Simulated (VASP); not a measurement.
Write the native input for VASP 6.6.1 that does the following.

```
Task                   : electric field gradients
Functional             : PBE
Potentials or basis    : VASP PAW PBE potentials, release 64 (Ag, Cl)
Cutoff                 : 520 eV
k mesh                 : 9 × 9 × 8
Occupations            : fermi-dirac, width 0.03 eV
Spin                   : no spin polarisation
Dipole correction      : no
Further INCAR settings : ALGO = Normal; EDIFF = 1e-08; NBANDS = 26
```

The structure of AgCl lies in POSCAR:

```
AgCl
1.0
    1.8456240398     -5.4814969051      0.0000000000
    1.8456240398      5.4814969051      0.0000000000
    0.0000000000      0.0000000000      3.8710033171
Ag Cl
2 2
Direct
    0.3965554000      0.6034446000      0.7500000000
    0.6034446000      0.3965554000      0.2500000000
    0.8654487300      0.1345512700      0.2500000000
    0.1345512700      0.8654487300      0.7500000000
```

These files were run (other wordings do the same):

INCAR

```
SYSTEM = AgCl
ALGO = Normal
EDIFF = 1E-8
ENCUT = 520
GGA = PE
ISIF = 2
ISMEAR = -1
LASPH = .True.
LCHARG = .False.
LEFG = .True.
LREAL = .False.
LWAVE = .False.
NBANDS = 26
NELM = 60
PREC = Accurate
SIGMA = 0.03
```

KPOINTS

```
k-points
0
Gamma
  9 9 8
  0 0 0
```

Potentials or basis: VASP PAW PBE potentials, release 64 (Ag, Cl).

Command:

```bash
$ cat potpaw_PBE.64/Ag/POTCAR potpaw_PBE.64/Cl/POTCAR > POTCAR
$ mpirun -np 1 vasp_std > vasp.out
```

Results of the run:

```json
{"Pressure": "4.0 GPa", "Largest force": "0.038 eV/Å", "Band gap on the k mesh": "0.49 eV (least direct gap 2.05 eV)", "Largest electric field gradient by atom": "Ag +54.5; Cl -54.2 V/Å²"}
```

Caveat: the cell stands under pressure; semilocal functionals underestimate gaps, and a narrow one can read as zero; without QUAD_EFG the Cq values of the log hold for a quadrupole moment of 1 mb, not for the nuclei.

It took 2.9 min on 1 thread of Intel(R) Xeon(R) Platinum 8559C (Emerald Rapids) (shared host), peak memory 0.38 GiB.
